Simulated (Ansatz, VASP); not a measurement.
## Two plane-wave programs on Si7Mo

```
CELL_PARAMETERS angstrom
-2.45617 2.74517 -0.00447
-2.45601 -2.74512 -0.00536
-0.03024 0.00162 9.22820
ATOMIC_POSITIONS crystal
Si 0.57910 0.91373 0.74951
Si 0.08598 0.42110 0.25048
Si 0.01305 0.49030 0.74857
Si 0.50939 0.98703 0.25142
Si 0.28362 0.71627 0.99998
Si 0.29787 0.20261 0.53950
Si 0.79735 0.70270 0.46052
Mo 0.79169 0.20822 0.00001
```

Change from the starting cell: cell x1, atoms moved at random (sigma 0.1 Å) and cell strained at random (1.5 %), then relaxed without symmetry.

Alike in both runs: functional PBE; k mesh 6 × 6 × 4; occupations gaussian, width 0.2 eV; no spin polarisation.

Ansatz relaxed the structure, and its values are those at the end. VASP's run is a single point on that final structure, the one shown.

|  | VASP | Ansatz |
| --- | --- | --- |
| version | VASP 6.6.1 | Ansatz 0.2.0 |
| potentials or method | VASP PAW PBE potentials, release 64 (Si, Mo_sv), cutoff 520 eV | scalar-relativistic, plane waves, PAW |
| valence electrons in the cell | 42 | 42 |

```csv
,VASP,Ansatz,Ansatz less VASP
gap on the k mesh at the Fermi level (eV),none,none,-
pressure (GPa),0.0,0.0,+0.02
rms of the force components (eV/Å),0.009,0.007,-0.0029
```

A gap of «none» marks a metal or a gap that the smearing closes.
